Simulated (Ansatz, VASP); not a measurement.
# ZnS in VASP and in Ansatz

```xyz
2
Lattice="0.0000 2.7220 2.7220 2.7220 0.0000 2.7220 2.7220 2.7220 0.0000" Properties=species:S:1:pos:R:3 pbc="T T T"
Zn    0.0000    0.0000    0.0000
S     1.3610    1.3610    1.3610
```

Alike in both runs: task single point; functional PBE; k mesh 6 × 6 × 6; occupations gaussian, width 0.05 eV; no spin polarisation.

|  | VASP | Ansatz |
| --- | --- | --- |
| version | VASP 6.6.1 | Ansatz 0.2.0 |
| potentials or method | VASP PAW PBE potentials, release 64 (Zn, S), cutoff 500 eV | scalar-relativistic, plane waves, PAW |
| valence electrons in the cell | 18 | 18 |

```csv
,VASP,Ansatz,Ansatz less VASP
gap on the k mesh at the Fermi level (eV),2.02,2.01,-0.003
least direct gap on the mesh (eV),2.02,2.01,-0.003
pressure (GPa),0.1,0.0,-0.14
```
